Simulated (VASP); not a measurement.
Here is a VASP 6.6.1 calculation.

The input INCAR:

```
SYSTEM = Nb
PREC = Accurate
ENCUT = 500
EDIFF = 1E-6
ISMEAR = -1
SIGMA = 0.05
LREAL = .False.
LASPH = .True.
NELM = 120
ALGO = Normal
ISIF = 2
LWAVE = .False.
LCHARG = .True.
GGA = PE
LELF = .True.
LVHAR = .True.
NBANDS = 12
GGA_COMPAT = .False.
```

File KPOINTS:

```
regular mesh
0
Gamma
  11 11 11
  0 0 0
```

File POSCAR:

```
Nb
1.0
   -1.6573790901      1.6573790901      1.6573790901
    1.6573790901     -1.6573790901      1.6573790901
    1.6573790901      1.6573790901     -1.6573790901
Nb
1
Direct
    0.0000000000      0.0000000000      0.0000000000
```

Potentials or basis: VASP PAW PBE potentials, release 64 (Nb_sv).

Launch:

```console
$ cat potpaw_PBE.64/Nb_sv/POTCAR > POTCAR
$ mpirun -np 1 vasp_std > vasp.out
```

(1) Estimate the pressure.

Results:

(1) -0.4 GPa.
